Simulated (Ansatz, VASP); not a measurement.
# Two plane-wave programs on ZrB2

```
Zr B
1.0
     3.21172    0.00000    0.00000
    -1.60586    2.78143    0.00000
     0.00000    0.00000    3.57949
Zr B
1 2
Direct
  0.00000 0.00000 0.00000
  0.33333 0.66667 0.50000
  0.66667 0.33333 0.50000
```

Alike in both runs: task single point; functional r2SCAN; dispersion D3(BJ); k mesh 10 × 10 × 8; occupations fermi-dirac, width 0.15 eV; no spin polarisation.

|  | VASP | Ansatz |
| --- | --- | --- |
| version | VASP 6.6.1 | Ansatz 0.2.0 |
| potentials or method | VASP PAW PBE potentials, release 64 (Zr_sv, B), cutoff 520 eV | plane waves, PAW |
| valence electrons in the cell | 18 | 18 |

```csv
,VASP,Ansatz,Ansatz less VASP
pressure (GPa),-10.8,-10.8,-0.09
"traceless stress, the component that is largest in VASP (GPa)",1.86,1.85,-0.013
```

VASP's potentials were made for PBE, not for r2SCAN. Ansatz's warnings: dispersion damping borrowed.
